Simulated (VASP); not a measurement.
# SnSe (Pnma) in VASP: settings compared

SnSe is run at these levels: PBE+D3(BJ), PBE; tasks: single point.

Program: VASP 6.6.1. These are calculated values, not measurements. Logs are shortened: lines on timing, memory, paths and dates and some standing lists are left out, and cuts for length are marked.

**Experimental background.**

“Linear dichroism of the optical properties of SnS and SnSe van der Waals crystals”, 2024, arxiv:2409.17412 reports, for a bulk crystal of SnSe at 20 K: band gap 0.99 eV (indirect).

The runs below are set against these values where they give the same quantity.

### 1 The cell of the first run

The structure is orthorhombic, space group Pnma (No. 62). The conventional cell has a = 11.541 Å, b = 4.175 Å, c = 4.378 Å, α = 90.00°, β = 90.00°, γ = 90.00°. Sn (site symmetry m) has 6 Se at 2.76 to 3.47 Å and 2 Sn at 3.54 Å within 3.6 Å. Within 3.6 Å of Se (site symmetry m) lie 6 Sn at 2.76 to 3.47 Å.

### 2 Single point, PBE+D3(BJ)

Input file INCAR:

```
SYSTEM = SnSe
  PREC = Accurate
  ENCUT = 500
  EDIFF = 1E-6
  ISMEAR = -1
  SIGMA = 0.02
  LREAL = .False.
  LASPH = .True.
  NELM = 120
  ALGO = Normal
  ISIF = 2
  LWAVE = .False.
  LCHARG = .True.
  GGA = PE
  IVDW = 12
  LELF = .True.
  LVHAR = .True.
  NBANDS = 50
  GGA_COMPAT = .False.
```

Input file KPOINTS:

```
Automatic mesh
0
Gamma
  2 6 6
  0 0 0
```

Input file POSCAR:

```
SnSe
1.0
   11.5409843982      0.0000000000      0.0000000000
    0.0000000000      4.1747053106      0.0000000000
    0.0000000000      0.0000000000      4.3783148136
Sn Se
4 4
Direct
    0.1187740233      0.2500000000      0.0923510059
    0.3812259767      0.7500000000      0.5923510059
    0.6187740233      0.2500000000      0.4076489941
    0.8812259767      0.7500000000      0.9076489941
    0.3566783342      0.2500000000      0.0205842988
    0.1433216658      0.7500000000      0.5205842988
    0.8566783342      0.2500000000      0.4794157012
    0.6433216658      0.7500000000      0.9794157012
```

Potentials or basis: VASP PAW PBE potentials, release 64 (Sn_d, Se).

Started as:

```sh
$ cat potpaw_PBE.64/Sn_d/POTCAR potpaw_PBE.64/Se/POTCAR > POTCAR
$ mpirun -np 1 vasp_std > vasp.out
```

OUTCAR:

```text
SYSTEM = SnSe
   PREC = Accurate
   ENCUT = 500
   EDIFF = 1E-6
   ISMEAR = -1
   LREAL = .False.
   LASPH = .True.
   NELM = 120
   ISIF = 2
   GGA = PE
   IVDW = 12
 IVDW          = 12

 ion  position               nearest neighbor table
   1  0.119  0.250  0.092-   5 2.76   6 2.82   6 2.82   6 3.27   6 3.27   4 3.54   4 3.54
   2  0.381  0.750  0.592-   6 2.76   5 2.82   5 2.82   5 3.27   5 3.27   3 3.54   3 3.54
   3  0.619  0.250  0.408-   7 2.76   8 2.82   8 2.82   8 3.27   8 3.27   2 3.54   2 3.54
   4  0.881  0.750  0.908-   8 2.76   7 2.82   7 2.82   7 3.27   7 3.27   1 3.54   1 3.54
   5  0.357  0.250  0.021-   1 2.76   2 2.82   2 2.82   2 3.27   2 3.27
   6  0.143  0.750  0.521-   2 2.76   1 2.82   1 2.82   1 3.27   1 3.27
   7  0.857  0.250  0.479-   3 2.76   4 2.82   4 2.82   4 3.27   4 3.27
   8  0.643  0.750  0.979-   4 2.76   3 2.82   3 2.82   3 3.27   3 3.27

  LATTYP: Found a simple orthorhombic cell.
 ALAT       =     4.1747053106
 B/A-ratio  =     1.0487721858
 C/A-ratio  =     2.7645027707

  Lattice vectors:

 A1 = (   0.0000000000,   4.1747053106,   0.0000000000)
 A2 = (   0.0000000000,   0.0000000000,   4.3783148136)
 A3 = (  11.5409843982,   0.0000000000,   0.0000000000)

Analysis of symmetry for initial positions (statically):
=====================================================================
 Subroutine PRICEL returns:
 Original cell was already a primitive cell.

 Routine SETGRP: Setting up the symmetry group for a
 simple orthorhombic supercell.

 Subroutine GETGRP returns: Found  8 space group operations
 (whereof  2 operations were pure point group operations)
 out of a pool of  8 trial point group operations.

The static configuration has the point symmetry S_2 .
 The point group associated with its full space group is D_2h.

Analysis of symmetry for dynamics (positions and initial velocities):
=====================================================================
 Subroutine PRICEL returns:
 Original cell was already a primitive cell.

 Routine SETGRP: Setting up the symmetry group for a
 simple orthorhombic supercell.

 Subroutine GETGRP returns: Found  8 space group operations
 (whereof  2 operations were pure point group operations)
 out of a pool of  8 trial point group operations.

The dynamic configuration has the point symmetry S_2 .
 The point group associated with its full space group is D_2h.

 Subroutine INISYM returns: Found  8 space group operations
 (whereof  2 operations are pure point group operations),
[... 106 lines left out ...]
   ENCUT  =  500.0 eV  36.75 Ry    6.06 a.u.  21.04  7.61  7.98*2*pi/ulx,y,z
   NELM   =    120;   NELMIN=  2; NELMDL= -5     # of ELM steps
   EDIFF  = 0.1E-05   stopping-criterion for ELM
   LREAL  =      F    real-space projection
[... 7 lines left out ...]
   TEBEG  =    0.0;   TEEND  =   0.0 temperature during run
   PSTRESS=    0.0 pullay stress
   NELECT =      80.0000    total number of electrons
   NUPDOWN=      -1.0000    fix difference up-down
   EMIN   =  10.00;   EMAX   =-10.00  energy-range for DOS
   EFERMI =   0.00;   METHOD = LEGACY
   ISMEAR =    -1;   SIGMA  =   0.02  broadening in eV -4-tet -1-fermi 0-gaus
   EFERMI_NEDOS =   21; number of points for ismear=-14 and -15
   IALGO  =     38    algorithm
   IMIX   =      4    mixing-type and parameters
     AMIX     =   0.40;   BMIX     =  1.00
     AMIX_MAG =   1.60;   BMIX_MAG =  1.00
  volume/ion in A,a.u.               =      26.37       177.94
  Fermi-wavevector in a.u.,A,eV,Ry     =   1.184985  2.239297 19.105165  1.404190
  Thomas-Fermi vector in A             =   2.321188
   LORBIT       =      0    0 simple, 1 ext, 2 COOP (PROOUT), +10 PAW based schemes
   GGA     = PE    functional components
   LHFCALC =     F    Hartree Fock is set to
   AEXX    =    0.0000 exact exchange contribution
   IVDW    =    12    specifies the selected vdW correction
   LEPSILON=     F    determine dielectric tensor
   LRPA    =     F    only Hartree local field effects (RPA)
 non-spin polarized calculation
  energy-cutoff  :      500.00
  volume of cell :      210.95
 maximum number of plane-waves:      5382
   NGX = 43   NGY = 15   NGZ = 15

 number of electron      79.9999976 magnetization

 Free energy of the ion-electron system (eV)
  ---------------------------------------------------
  ext. energy  EPLUGINS =         0.00000000
  ---------------------------------------------------
  free energy    TOTEN  =       -32.75968380 eV

  energy without entropy =      -32.75968359  energy(sigma->0) =      -32.75968369

 E-fermi :   5.8462     XC(G=0):  -9.7685

 val. band max:        5.6091582070   @ k =   0.0000   0.0000   0.3333
 cond. band min:       6.0838396513   @ k =   0.0000   0.3333   0.0000
 fundamental gap:      0.4746814443
 Fermi energy:         5.8461569993

 k-point     1 :       0.0000    0.0000    0.0000
  band No.  band energies     occupation
      1     -15.7826      2.00000
      2     -15.7710      2.00000
      3     -15.7684      2.00000
      4     -15.7659      2.00000
      5     -15.7645      2.00000
      6     -15.7610      2.00000
[... 1261 lines left out ...]
     49      11.3138      0.00000
     50      11.3138      0.00000

 [... further k-points ...]

------------------------ aborting loop because EDIFF is reached ----------------------------------------

 Edisp (eV)   -2.93418

 E8    (eV) :    -1.3238

  FORCE on cell =-STRESS in cart. coord.  units (eV):
  Direction    XX          YY          ZZ          XY          YZ          ZX
  --------------------------------------------------------------------------------------
  -------------------------------------------------------------------------------------
  Total       0.03094     0.01476     0.00275     0.00000     0.00000     0.00000
  in kB       0.23497     0.11208     0.02090     0.00000     0.00000     0.00000
  external pressure =        0.12 kB  Pullay stress =        0.00 kB

 VOLUME and BASIS-vectors are now :
 -----------------------------------------------------------------------------
  energy-cutoff  :      500.00
  volume of cell :      210.95
      direct lattice vectors                 reciprocal lattice vectors
    11.540984398  0.000000000  0.000000000     0.086647721  0.000000000  0.000000000
     0.000000000  4.174705311  0.000000000     0.000000000  0.239537866  0.000000000
     0.000000000  0.000000000  4.378314814     0.000000000  0.000000000  0.228398378

 POSITION                                       TOTAL-FORCE (eV/Angst)
 -----------------------------------------------------------------------------------
      1.37077      1.04368      0.40434        -0.012671     -0.000000     -0.007886
      4.39972      3.13103      2.59350         0.012671     -0.000000     -0.007886
      7.14126      1.04368      1.78482        -0.012671      0.000000      0.007886
     10.17022      3.13103      3.97397         0.012671     -0.000000      0.007886
      4.11642      1.04368      0.09012         0.007757     -0.000000      0.008270
      1.65407      3.13103      2.27928        -0.007757     -0.000000      0.008270
      9.88691      1.04368      2.09903         0.007757     -0.000000     -0.008270
      7.42457      3.13103      4.28819        -0.007757      0.000000     -0.008270
 -----------------------------------------------------------------------------------
    total drift:                                0.000000     -0.000000      0.000000

  FREE ENERGIE OF THE ION-ELECTRON SYSTEM (eV)
  ---------------------------------------------------
  free  energy   TOTEN  =       -35.6938602968 eV

  energy  without entropy=      -35.6938600900  energy(sigma->0) =      -35.69386019
```

stdout:

```text
POSCAR found type information on POSCAR SnSe
 POSCAR found :  2 types and       8 ions
 scaLAPACK will be used
 LDA part: xc-table for (Slater+PW92), standard interpolation
 POSCAR, INCAR and KPOINTS ok, starting setup
 FFT: planning ... GRIDC
 FFT: planning ... GRID_SOFT
 FFT: planning ... GRID
 WAVECAR not read
 entering main loop
```

Wall time 1.9 min (1 thread of Intel Xeon 6975P-C (Granite Rapids), shared host); peak memory 0.42 GiB.

What came out:

```yaml
Free_energy: -35.6939 eV
Pressure: 0.0 GPa
Largest_force: 0.015 eV/Å
Band_gap_on_the_k_mesh: 0.47 eV, indirect (least direct gap 0.57 eV)
Dispersion_energy_per_atom: -0.367 eV
```

Forces in eV/Å, atoms in the order of the input:
```
Sn  -0.013  0.000 -0.008
Sn   0.013  0.000 -0.008
Sn  -0.013  0.000  0.008
Sn   0.013  0.000  0.008
Se   0.008  0.000  0.008
Se  -0.008  0.000  0.008
Se   0.008  0.000 -0.008
Se  -0.008  0.000 -0.008
```

Levels at points of the mesh, in eV from the valence-band top:
| k point | band 37 | band 38 | band 39 | band 40 | band 41 | band 42 | band 43 | band 44 |
| --- | --- | --- | --- | --- | --- | --- | --- | --- |
| (0.00, 0.00, 0.00) | -1.65 | -1.36 | -0.71 | -0.57 | 0.52 | 2.98 | 3.11 | 3.12 |
| (0.50, 0.00, 0.00) | -1.94 | -1.94 | -0.59 | -0.59 | 2.52 | 2.52 | 2.76 | 2.76 |
| (0.00, 0.50, 0.00) | -1.01 | -1.01 | -0.65 | -0.65 | 0.95 | 0.95 | 1.38 | 1.38 |
| (0.50, 0.50, 0.00) | -0.91 | -0.91 | -0.91 | -0.91 | 1.41 | 1.41 | 1.41 | 1.41 |
| (0.00, 0.00, 0.50) | -0.79 | -0.79 | -0.27 | -0.27 | 1.22 | 1.22 | 1.47 | 1.47 |
| (0.50, 0.00, 0.50) | -0.47 | -0.47 | -0.23 | -0.23 | 1.16 | 1.16 | 1.53 | 1.53 |
| (0.00, 0.50, 0.50) | -2.34 | -2.34 | -1.55 | -1.55 | 2.61 | 2.61 | 3.00 | 3.00 |
| (0.50, 0.50, 0.50) | -1.62 | -1.62 | -1.62 | -1.62 | 2.40 | 2.40 | 2.40 | 2.40 |

Caveat: spin-orbit coupling is left out, which moves the levels of the heavy elements.

### 3 Single point, PBE

This run uses another cell than the first one, of 27.28 Å³/atom, 1.035 times its volume.

Input file INCAR:

```
ALGO = Normal ; EDIFF = 1E-6
ENCUT = 500 ; GGA = PE
GGA_COMPAT = F ; ISIF = 2
ISMEAR = -1 ; LASPH = T
LCHARG = F ; LREAL = F
LWAVE = F ; NBANDS = 50
NELM = 120 ; PREC = Accurate
SIGMA = 0.02
```

Input file KPOINTS:

```
k-points
0
Gamma
  2 6 6
```

Input file POSCAR:

```
SnSe
1.0
   11.5794963732      0.0000000000      0.0000000000
    0.0000000000      4.1271461132      0.0000000000
    0.0000000000      0.0000000000      4.5666930321
Sn Se
4 4
Direct
    0.1187874300      0.2500000000      0.1129354511
    0.3812125700      0.7500000000      0.6129354511
    0.6187874300      0.2500000000      0.3870645489
    0.8812125700      0.7500000000      0.8870645489
    0.3531524710      0.2500000000      0.0119862630
    0.1468475290      0.7500000000      0.5119862630
    0.8531524710      0.2500000000      0.4880137370
    0.6468475290      0.7500000000      0.9880137370
```

Potentials or basis: VASP PAW PBE potentials, release 64 (Sn_d, Se).

Started as:

```sh
$ cat potpaw_PBE.64/Sn_d/POTCAR potpaw_PBE.64/Se/POTCAR > POTCAR
$ mpirun -np 1 vasp_std > vasp.out
```

Wall time 2.2 min (1 thread of Intel Xeon 6975P-C (Granite Rapids), shared host); peak memory 0.42 GiB.

It converged, with:

| Quantity | Value |
| --- | --- |
| Free energy | -32.7970 eV |
| Pressure | 2.1 GPa |
| Largest force | 0.224 eV/Å |
| Band gap on the k mesh | 0.63 eV, indirect (least direct gap 0.91 eV) |

Forces on the atoms (eV/Å):
```
Sn  -0.164  0.000 -0.153
Sn   0.164  0.000 -0.153
Sn  -0.164  0.000  0.153
Sn   0.164  0.000  0.153
Se   0.129  0.000  0.163
Se  -0.129  0.000  0.163
Se   0.129  0.000 -0.163
Se  -0.129  0.000 -0.163
```

Stress tensor (GPa, compression positive):
```
2.13 0.00 0.00
0.00 2.26 0.00
0.00 0.00 1.84
```

Levels at points of the mesh, in eV from the valence-band top:
```tsv
k point	band 38	band 39	band 40	band 41	band 42	band 43
(0.00, 0.00, 0.00)	-1.02	-0.69	-0.31	0.82	2.74	2.83
(0.50, 0.00, 0.00)	-1.73	-0.46	-0.46	2.53	2.53	2.54
(0.00, 0.50, 0.00)	-0.97	-0.96	-0.96	1.16	1.16	1.32
(0.50, 0.50, 0.00)	-1.11	-1.11	-1.11	1.50	1.50	1.50
(0.00, 0.00, 0.50)	-0.85	-0.15	-0.15	1.33	1.33	1.83
(0.50, 0.00, 0.50)	-0.52	-0.16	-0.16	1.33	1.33	1.82
(0.00, 0.50, 0.50)	-2.13	-1.33	-1.33	2.69	2.69	2.98
(0.50, 0.50, 0.50)	-1.42	-1.42	-1.42	2.49	2.49	2.49
```

Caveat: spin-orbit coupling is left out, which moves the levels of the heavy elements.

### 4 How close it comes

Step 2. Against the measured gap of SnSe, 0.99 eV (indirect; 20 K; “Linear dichroism of the optical properties of SnS and SnSe van der Waals crystals”, 2024, arxiv:2409.17412), the calculated 0.47 eV is off by -0.52 eV. 2 values of this kind are on record (0.89 to 0.99 eV); this one was drawn at random. Spin-orbit coupling on Se, Sn is left out. The value is that of PBE+D3(BJ) on a finite k mesh, which can miss the band edges, without temperature or zero-point motion. Semilocal functionals fall short of measured gaps as a rule.

Step 3. Measured gap of SnSe: 0.99 eV (indirect; 20 K; “Linear dichroism of the optical properties of SnS and SnSe van der Waals crystals”, 2024, arxiv:2409.17412). This calculation gives 0.63 eV (-0.36 eV). 2 values of this kind are on record (0.89 to 0.99 eV); this one was drawn at random. Spin-orbit coupling on Se, Sn is left out. The value is that of PBE on a finite k mesh, which can miss the band edges, without temperature or zero-point motion. Semilocal functionals fall short of measured gaps as a rule.
